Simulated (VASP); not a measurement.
Runs of VASP 6.6.1 on MgBe2SeS2. The structure is that of space group P4/mmm (No. 123), or close to it. The cells are those of the table. 

| task | cell | k mesh | cutoff (eV) | gap on the mesh (eV) | pressure (GPa) | largest force (eV/Å) |
| --- | --- | --- | --- | --- | --- | --- |
| single point | a = 5.301, b = 5.301, c = 6.092 Å, 6 atoms | 8 × 8 × 6 | 520 | none | 0.0 | 0.03 |
| relaxation of cell and atoms | relaxed from a = 3.904, b = 3.904, c = 8.551 Å, 6 atoms | 4 × 4 × 2 | 600 | none | 0.0 | 0.01 |
| single point | a = 3.904, b = 3.904, c = 8.551 Å, 6 atoms | 4 × 4 × 2 | 520 | none | 59.9 | 0.38 |
| single point | a = 5.294, b = 5.294, c = 6.103 Å, 6 atoms | 4 × 4 × 4 | 520 | none | 0.0 | (a) |
| single point | a = 5.293, b = 5.293, c = 6.093 Å, 6 atoms | 4 × 4 × 2 | 520 | none | 0.0 | 0.03 |

Alike in all rows: level PBE; potentials or basis VASP PAW PBE potentials, release 64 (Mg, Be, Se, S); no spin polarisation; smearing gaussian 0.1 eV.

**Question.** Fill in the values left out.

**Answer.** (a) 0.02.

Caveats: some runs use coarse meshes.

A k mesh can miss the band edges, and the runs leave out spin-orbit coupling on Se.

A gap of «none» marks levels without a gap at the run's occupations.
